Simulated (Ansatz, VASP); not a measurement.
**One calculation of KCl, two programs**

```
CELL_PARAMETERS angstrom
3.65807 0.00000 0.00000
0.00000 3.65807 0.00000
0.00000 0.00000 3.65807
ATOMIC_POSITIONS crystal
K 0.00000 0.00000 0.00000
Cl 0.50000 0.50000 0.50000
```

Change from the starting cell: volume scaled by 1.02, crystal datasets.

Alike in both runs: task electric field gradients; functional PBEsol; k mesh 7 × 7 × 7; occupations fermi-dirac, width 0.02 eV; no spin polarisation.

```csv
,VASP,Ansatz
version,VASP 6.6.1,Ansatz 0.2.0
potentials or method,"VASP PAW PBE potentials, release 64 (K_sv, Cl), cutoff 400 eV","all-electron PAW with datasets made for the crystal, scalar-relativistic"
```

|  | VASP | Ansatz | Ansatz less VASP |
| --- | --- | --- | --- |
| gap on the k mesh at the Fermi level (eV) | 5.29 | 5.30 | +0.006 |
| pressure (GPa) | 1.8 | 1.7 | -0.10 |

VASP's potentials were made for PBE, not for PBEsol. Ansatz ran all-electron here, and VASP with PAW potentials.
